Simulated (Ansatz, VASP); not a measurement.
One calculation of Pb, two programs

```xyz
1
Lattice="0.0000 2.4750 2.4750 2.4750 0.0000 2.4750 2.4750 2.4750 0.0000" Properties=species:S:1:pos:R:3 pbc="T T T"
Pb    0.0000    0.0000    0.0000
```

Alike in both runs: task single point; functional LDA; k mesh 10 × 10 × 10; occupations fermi-dirac, width 0.0272 eV; no spin polarisation.

```csv
,VASP,Ansatz
version,VASP 6.6.1,Ansatz 0.2.0
potentials or method,"VASP PAW LDA potentials, release 64 (Pb_d), cutoff 500 eV","all-electron LAPW, scalar-relativistic"
```

|  | VASP | Ansatz | Ansatz less VASP |
| --- | --- | --- | --- |
| pressure (GPa) | -2.2 | -2.3 | -0.06 |

LDA's correlation is that of Perdew and Zunger in VASP and of Perdew and Wang (1992) in Ansatz. Ansatz ran all-electron here, and VASP with PAW potentials. Ansatz's warnings: optics on partly filled bands.

Neither program's run includes spin-orbit coupling.
